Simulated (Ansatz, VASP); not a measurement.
## MoS2: VASP beside Ansatz

Contents of POSCAR:

```
MoS2
1.0
    3.1922379100      0.0000000000      0.0000000000
   -1.5961189600      2.7645591300      0.0000000000
    0.0000000000      0.0000000000     13.3782940000
Mo S
2 4
Direct
    0.6666666700      0.3333333300      0.2500000000
    0.3333333300      0.6666666700      0.7500000000
    0.6666666700      0.3333333300      0.6330820000
    0.3333333300      0.6666666700      0.3669180000
    0.6666666700      0.3333333300      0.8669180000
    0.3333333300      0.6666666700      0.1330820000
```

Contents of INCAR.step1:

```
PREC = Accurate
ENCUT = 520
ISMEAR = 0
SIGMA = 0.1
LREAL = False
LASPH = True
NELM = 100
NBANDS = 35
GGA = PE
ALGO = Normal
EDIFF = 1E-4
LWAVE = True
LCHARG = False
```

The input INCAR.step2:

```
PREC = Accurate
ENCUT = 520
EDIFF = 1E-6
ISMEAR = 0
SIGMA = 0.1
LREAL = False
LASPH = True
NELM = 100
ALGO = Normal
ISIF = 2
LWAVE = False
LCHARG = False
METAGGA = R2SCAN
LMIXTAU = True
NBANDS = 35
ISTART = 1
```

The input KPOINTS:

```
regular mesh
0
Gamma
  6 6 2
```

Input for Ansatz:

```yaml
crystal:
  lattice:
    - [3.19223791, 0.0, 0.0]
    - [-1.59611896, 2.76455913, 0.0]
    - [0.0, 0.0, 13.378294]
  atoms:
    - { symbol: Mo, position: [0.66666667, 0.33333333, 0.25] }
    - { symbol: Mo, position: [0.33333333, 0.66666667, 0.75] }
    - { symbol: S, position: [0.66666667, 0.33333333, 0.633082] }
    - { symbol: S, position: [0.33333333, 0.66666667, 0.366918] }
    - { symbol: S, position: [0.66666667, 0.33333333, 0.866918] }
    - { symbol: S, position: [0.33333333, 0.66666667, 0.133082] }
basis:
  ecutwfc: 500
kpoints:
  mp_grid: { grid: [6, 6, 2] }
hamiltonian:
  xc: r2scan
  pseudopotentials: { kind: paw, azcp: { folder: soft_1 } }
scf:
  occupations: { method: gaussian, width: 0.1 }
output:
  forces: true
  stress: true
  eigenvalues: true
```

Alike in both runs: task single point; functional r2SCAN; k mesh 6 × 6 × 2; occupations gaussian, width 0.1 eV; no spin polarisation.

|  | VASP | Ansatz |
| --- | --- | --- |
| version | VASP 6.6.1 | Ansatz 0.2.0 |
| potentials or method | VASP PAW PBE potentials, release 64 (Mo_sv, S), cutoff 520 eV | scalar-relativistic, plane waves, PAW |
| valence electrons in the cell | 52 | 52 |

|  | VASP | Ansatz | Ansatz less VASP |
| --- | --- | --- | --- |
| gap on the k mesh at the Fermi level (eV) | 1.30 | 1.28 | -0.017 |
| least direct gap on the mesh (eV) | 1.73 | 1.73 | -0.008 |
| pressure (GPa) | -1.8 | -1.8 | -0.02 |
| traceless stress, the component that is largest in VASP (GPa) | -0.78 | -0.73 | +0.055 |
| rms of the force components (eV/Å) | 0.116 | 0.117 | +0.0008 |

VASP's potentials were made for PBE, not for r2SCAN. Atom by atom the forces differ by 0.001 eV/Å (rms over components).
